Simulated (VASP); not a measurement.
Here is a VASP 6.6.1 calculation.

Contents of INCAR:

```
PREC = Accurate ; ENCUT = 500
EDIFF = 1E-6 ; ISMEAR = 0
SIGMA = 0.01 ; LREAL = False
LASPH = True ; NELM = 120
ALGO = Normal ; ISIF = 2
LWAVE = False ; LCHARG = True
GGA = PE ; LELF = True
LVHAR = True ; NBANDS = 11
GGA_COMPAT = False
```

The input KPOINTS:

```
regular mesh
0
Gamma
  6 6 6
```

POSCAR

```
BP
1.0
    0.0000000000      2.2383340787      2.2383340787
    2.2383340787      0.0000000000      2.2383340787
    2.2383340787      2.2383340787      0.0000000000
B P
1 1
Direct
    0.0000000000      0.0000000000      0.0000000000
    0.2500000000      0.2500000000      0.2500000000
```

Potentials or basis: VASP PAW PBE potentials, release 64 (B, P).

Launch:

```console
$ cat potpaw_PBE.64/B/POTCAR potpaw_PBE.64/P/POTCAR > POTCAR
$ mpirun -np 1 vasp_std > vasp.out
```

(1) Estimate the pressure.

(2) What does it give for the band gap on the k mesh?

Answers

(1) 8.3 GPa.

(2) 1.25 eV, indirect (least direct gap 3.46 eV).
